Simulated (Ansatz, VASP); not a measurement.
**One calculation of Hg, two programs**

```xyz
1
Lattice="3.0936 0.0000 0.0000 0.0000 3.0936 0.0000 0.0000 0.0000 3.0936" Properties=species:S:1:pos:R:3 pbc="T T T"
Hg    0.0000    0.0000    0.0000
```

Alike in both runs: task single point; functional PBE; k mesh 12 × 12 × 12; occupations fermi-dirac, width 0.05 eV; no spin polarisation.

```csv
,VASP,Ansatz
version,VASP 6.6.1,Ansatz 0.2.0
potentials or method,"VASP PAW PBE potentials, release 64 (Hg), cutoff 520 eV","all-electron LAPW, scalar-relativistic"
```

|  | VASP | Ansatz | Ansatz less VASP |
| --- | --- | --- | --- |
| pressure (GPa) | 0.1 | 0.0 | -0.19 |

Ansatz ran all-electron here, and VASP with PAW potentials.

Neither program's run includes spin-orbit coupling.
